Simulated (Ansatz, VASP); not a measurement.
**Two plane-wave programs on Na**

```
Na
1.0
    -2.11750    2.11750    2.13868
     2.11750   -2.11750    2.13868
     2.11750    2.11750   -2.13868
Na
1
Direct
  0.00000 0.00000 0.00000
```

Change from the starting cell: zz strain of +1 %, PAW files.

Alike in both runs: task electric field gradients; functional PBE; k mesh 12 × 12 × 12; occupations fermi-dirac, width 0.05 eV; no spin polarisation.

```csv
,VASP,Ansatz
version,VASP 6.6.1,Ansatz 0.2.0
potentials or method,"VASP PAW PBE potentials, release 64 (Na_pv)","PAW with Ansatz's default frozen-core files, scalar-relativistic"
plane-wave cutoff (eV),520,420
valence electrons in the cell,7,9
```

|  | VASP | Ansatz | Ansatz less VASP |
| --- | --- | --- | --- |
| pressure (GPa) | -0.3 | -0.3 | 0.00 |

VASP's potentials hold 7 valence electrons a cell and Ansatz's 9, so a difference there can come from the potentials and not from the codes.
